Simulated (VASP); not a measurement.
Input of a VASP 6.6.1 run:

Contents of INCAR:

```
  ALGO = Normal
  DIPOL = 0.5 0.5 0.336
  EDIFF = 1E-7
  ENCUT = 520
  GGA = PE
  IDIPOL = 3
  ISIF = 2
  ISMEAR = 0
  LASPH = True
  LCHARG = False
  LDIPOL = True
  LREAL = False
  LWAVE = False
  NBANDS = 37
  NELM = 60
  PREC = Accurate
  SIGMA = 0.1
```

File KPOINTS:

```
k-points
0
Gamma
  9 9 1
```

The input POSCAR:

```
V4O
1.0
    2.9971751491      0.0000000000      0.0000000000
    0.0000000000      2.9971751491      0.0000000000
    0.0000000000      0.0000000000     21.3333819395
V O
4 1
Direct
    0.5000000000      0.5000000000      0.1874995728
    0.0000000000      0.0000000000      0.2577457053
    0.5000000000      0.5000000000      0.3267158760
    0.0000000000      0.0000000000      0.3906263884
    0.3750000000      0.3750000000      0.5195323447
```

Potentials or basis: VASP PAW PBE potentials, release 64 (V_sv, O).

The run is started by

```sh
$ cat potpaw_PBE.64/V_sv/POTCAR potpaw_PBE.64/O/POTCAR > POTCAR
$ mpirun -np 1 vasp_std > vasp.out
```

(1) What does it give for the largest force?

(2) Estimate the band gap on the k mesh.

## Answers

(1) 2.138 eV/Å.

(2) zero (bands 29 and 30 overlap by 0.42 eV).

Caveat: the run has no spin polarisation, though such a crystal can be magnetic.
